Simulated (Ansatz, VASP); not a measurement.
One calculation of Ti, two programs

Contents of POSCAR:

```
Ti
1.0
    0.0000000000      2.1112000000      2.0300000000
    2.1112000000      0.0000000000      2.0300000000
    2.1112000000      2.1112000000      0.0000000000
Ti
1
Direct
    0.0000000000      0.0000000000      0.0000000000
```

The input INCAR.step1:

```
PREC = Accurate
ENCUT = 520
ISMEAR = 0
SIGMA = 0.15
LREAL = F
LASPH = T
NELM = 100
NBANDS = 12
GGA = PE
ALGO = Normal
EDIFF = 1E-4
LWAVE = T
LCHARG = F
```

File INCAR.step2:

```
PREC = Accurate
ENCUT = 520
EDIFF = 1E-7
ISMEAR = 0
SIGMA = 0.15
LREAL = F
LASPH = T
NELM = 100
ALGO = Normal
ISIF = 2
LWAVE = F
LCHARG = F
METAGGA = R2SCAN
LMIXTAU = T
NBANDS = 12
ISTART = 1
```

The input KPOINTS:

```
Automatic mesh
0
Gamma
  20 20 20
```

Input for Ansatz:

```yaml
crystal:
  lattice:
    - [0.0, 2.1112, 2.03]
    - [2.1112, 0.0, 2.03]
    - [2.1112, 2.1112, 0.0]
  atoms:
    - { symbol: Ti, position: [0.0, 0.0, 0.0] }
basis:
  ecutwfc: 500
kpoints:
  mp_grid: { grid: [20, 20, 20] }
hamiltonian:
  xc: r2scan
scf:
  occupations: { method: gaussian, width: 0.15 }
output:
  forces: true
  stress: true
  eigenvalues: true
```

Change from the starting cell: strain +0.040 along x and y, +0.000 along z, atoms carried along.

Alike in both runs: task single point; functional r2SCAN; k mesh 20 × 20 × 20; occupations gaussian, width 0.15 eV; no spin polarisation.

```csv
,VASP,Ansatz
version,VASP 6.6.1,Ansatz 0.2.0
potentials or method,"VASP PAW PBE potentials, release 64 (Ti_sv), cutoff 520 eV","scalar-relativistic, plane waves, PAW"
valence electrons in the cell,12,12
```

```csv
,VASP,Ansatz,Ansatz less VASP
gap on the k mesh at the Fermi level (eV),none,none,-
pressure (GPa),-3.9,-4.3,-0.36
"traceless stress, the component that is largest in VASP (GPa)",0.89,0.89,-0.001
```

VASP's potentials were made for PBE, not for r2SCAN. A gap of «none» marks a metal or a gap that the smearing closes. The functional is the same, so the differences come from potentials, cutoffs and numerics.
